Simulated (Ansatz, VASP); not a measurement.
# Two plane-wave programs on Co

```xyz
2
Lattice="2.5123 0.0000 0.0000 -1.2561 2.1757 0.0000 0.0000 0.0000 4.0562" Properties=species:S:1:pos:R:3 pbc="T T T"
Co    0.0000    1.4505    1.0141
Co    1.2561    0.7252    3.0422
```

Alike in both runs: functional revPBE; k mesh 14 × 14 × 8; occupations fermi-dirac, width 0.05 eV; collinear spin.

Ansatz relaxed the structure, and its values are those at the end. VASP's run is a single point on that final structure, the one shown.

|  | VASP | Ansatz |
| --- | --- | --- |
| version | VASP 6.6.1 | Ansatz 0.2.0 |
| potentials or method | VASP PAW PBE potentials, release 64 (Co), cutoff 520 eV | plane waves (420 eV) with PAW, scalar-relativistic |
| valence electrons in the cell | 18 | 34 |

Ansatz gave:

```
pressure (GPa)                                                : 0.0
net moment per atom (μB)                                      : 1.64
size of the moment on the site where the two differ most (μB) : 1.72
```

Q: Which values does VASP return?

A: Pressure (GPa): -5.6; net moment per atom (μB): 0.00; size of the moment on the site where the two differ most (μB): 1.08.

The net moments are unlike, so the other rows may belong to different states. VASP's potentials were made for PBE, not for revPBE. Site moments also hang on the region over which each program counts them. VASP's potentials hold 18 valence electrons a cell and Ansatz's 34, so a difference there can come from the potentials and not from the codes. Ansatz's warnings: seeded moment not kept.
